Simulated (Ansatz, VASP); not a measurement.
**Co2Si in VASP and in Ansatz**

The input INCAR:

```
PREC     = Accurate       # precision mode
ENCUT    = 600            # plane-wave cutoff, eV
EDIFF    = 1E-6           # SCF threshold, eV
ISMEAR   = 0              # smearing method
SIGMA    = 0.2            # smearing width, eV
LREAL    = False          # projectors in reciprocal space
LASPH    = True           # aspherical terms in the spheres
NELM     = 150            # most SCF steps
ALGO     = Normal         # electronic algorithm
ISIF     = 3              # what is computed and relaxed
LWAVE    = False          # write WAVECAR
LCHARG   = False          # write CHGCAR
ISPIN    = 2              # spin polarisation
MAGMOM   = 3 3 3 3 0 0    # initial moments
LORBIT   = 11             # projections on sites
LMAXMIX  = 4              # l up to which the mixer works
GGA      = PE             # functional
IBRION   = 2              # ionic algorithm
NSW      = 36             # ionic steps
EDIFFG   = -0.08          # ionic threshold
```

The input KPOINTS:

```
Automatic mesh
0
Gamma
  5 5 3
```

POSCAR

```
Co2Si
1.0
    3.5000000000      0.0000000000      0.0000000000
    0.0000000000      3.5000000000      0.0000000000
    0.0000000000      0.0000000000      5.6300000000
Co Si
4 2
Direct
    0.0000000000      0.5000000000      0.3300000000
    0.5000000000      0.0000000000      0.6700000000
    0.5000000000      0.5000000000      0.0000000000
    0.0000000000      0.0000000000      0.0000000000
    0.0000000000      0.5000000000      0.7350000000
    0.5000000000      0.0000000000      0.2650000000
```

Input for Ansatz:

```yaml
crystal:
  lattice:
    - [3.5, 0.0, 0.0]
    - [0.0, 3.5, 0.0]
    - [0.0, 0.0, 5.63]
  atoms:
    - { symbol: Co, position: [0.0, 0.5, 0.33], spin: 3.0 }
    - { symbol: Co, position: [0.5, 0.0, 0.67], spin: 3.0 }
    - { symbol: Co, position: [0.5, 0.5, 0.0], spin: 3.0 }
    - { symbol: Co, position: [0.0, 0.0, 0.0], spin: 3.0 }
    - { symbol: Si, position: [0.0, 0.5, 0.735] }
    - { symbol: Si, position: [0.5, 0.0, 0.265] }
basis:
  ecutwfc: 420
kpoints:
  mp_grid: { grid: [5, 5, 3] }
hamiltonian:
  xc: pbe
scf:
  occupations: { method: gaussian, width: 0.2 }
  lower_state_search: "off"
output:
  forces: true
  stress: true
  eigenvalues: true
  populations: true
magnetization:
  spin_polarized: true
relax:
  adjacent_minimum: "off"
  f_tol: 0.08
  max_steps: 16
  cell: { stress_tol: 0.8 }
```

Alike in both runs: task relaxation of cell and atoms; functional PBE; k mesh 5 × 5 × 3; occupations gaussian, width 0.2 eV; collinear spin.

```csv
,VASP,Ansatz
version,VASP 6.6.1,Ansatz 0.2.0
potentials or method,"VASP PAW PBE potentials, release 64 (Co, Si), cutoff 600 eV","scalar-relativistic, plane waves, PAW"
valence electrons in the cell,44,76
```

```tsv
	VASP	Ansatz	Ansatz less VASP
gap on the k mesh at the Fermi level, each at its own relaxed structure (eV)	none	none	-
net moment per atom (μB)	0.53	0.54	+0.006
size of the moment on the site where the two differ most (μB)	0.88	0.92	+0.037
relaxed volume (Å³/atom)	11.40	11.45	+0.051
relaxed cell length with the largest relative difference (Å)	3.442	3.455	+0.0122
```

Site moments also hang on the region over which each program counts them. A gap of «none» marks a metal or a gap that the smearing closes. VASP's potentials hold 44 valence electrons a cell and Ansatz's 76, so a difference there can come from the potentials and not from the codes.

The k mesh is coarse, so the values compare programs but aren't converged.
